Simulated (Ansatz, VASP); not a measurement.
**Pd: VASP beside Ansatz**

```
Pd
1.0
     0.00000    1.95374    1.95374
     1.95374    0.00000    1.95374
     1.95374    1.95374    0.00000
Pd
1
Direct
  0.00000 0.00000 0.00000
```

Alike in both runs: functional r2SCAN; k mesh 18 × 18 × 18; occupations gaussian, width 0.1 eV; no spin polarisation.

Ansatz relaxed the structure, and its values are those at the end. VASP's run is a single point on that final structure, the one shown.

|  | VASP | Ansatz |
| --- | --- | --- |
| version | VASP 6.6.1 | Ansatz 0.2.0 |
| potentials or method | VASP PAW PBE potentials, release 64 (Pd), cutoff 520 eV | scalar-relativistic, plane waves, PAW |
| valence electrons in the cell | 10 | 18 |

Ansatz gave:

- gap on the k mesh at the Fermi level (eV): none
- pressure (GPa): 0.0

Question: What did VASP give for the same quantities?

Answer: gap on the k mesh at the Fermi level (eV): none; pressure (GPa): 0.7.

VASP's potentials were made for PBE, not for r2SCAN. A gap of «none» marks a metal or a gap that the smearing closes. The functional is the same, so the differences come from potentials, cutoffs and numerics. VASP's potentials hold 10 valence electrons a cell and Ansatz's 18, so a difference there can come from the potentials and not from the codes.
